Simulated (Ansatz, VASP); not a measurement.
## MgS in VASP and in Ansatz

Contents of INCAR:

```
SYSTEM = MgS
ALGO = Normal ; EDIFF = 1E-7
ENCUT = 520 ; GGA = PE
ISIF = 2 ; ISMEAR = 0
LASPH = .True. ; LCHARG = .False.
LREAL = .False. ; LWAVE = .False.
NBANDS = 11 ; NELM = 60
PREC = Accurate ; SIGMA = 0.02
```

Contents of KPOINTS:

```
k-points
0
Gamma
  8 8 8
  0 0 0
```

Contents of POSCAR:

```
MgS
1.0
    0.0000000000      2.6508992345      2.6508992345
    2.6508992345      0.0000000000      2.6508992345
    2.6508992345      2.6508992345      0.0000000000
Mg S
1 1
Direct
    0.0000000000      0.0000000000      0.0000000000
    0.5000000000      0.5000000000      0.5000000000
```

Input for Ansatz:

```yaml
crystal:
  lattice:
    - [0.0, 2.6508992345, 2.6508992345]
    - [2.6508992345, 0.0, 2.6508992345]
    - [2.6508992345, 2.6508992345, 0.0]
  atoms:
    - { symbol: Mg, position: [0.0, 0.0, 0.0] }
    - { symbol: S, position: [0.5, 0.5, 0.5] }
basis:
  ecutwfc: 420
kpoints:
  mp_grid: { grid: [8, 8, 8] }
hamiltonian:
  xc: pbe
scf:
  occupations: { method: gaussian, width: 0.02 }
output:
  forces: true
  stress: true
  eigenvalues: true
```

Alike in both runs: task single point; functional PBE; k mesh 8 × 8 × 8; occupations gaussian, width 0.02 eV; no spin polarisation.

```csv
,VASP,Ansatz
version,VASP 6.6.1,Ansatz 0.2.0
potentials or method,"VASP PAW PBE potentials, release 64 (Mg, S), cutoff 520 eV","scalar-relativistic, plane waves, PAW"
valence electrons in the cell,8,16
```

|  | VASP | Ansatz | Ansatz less VASP |
| --- | --- | --- | --- |
| gap on the k mesh at the Fermi level (eV) | 2.65 | 2.67 | +0.017 |
| least direct gap on the mesh (eV) | 3.28 | 3.30 | +0.014 |
| pressure (GPa) | -3.1 | -2.8 | +0.28 |

The functional is the same, so the differences come from potentials, cutoffs and numerics. VASP's potentials hold 8 valence electrons a cell and Ansatz's 16, so a difference there can come from the potentials and not from the codes.
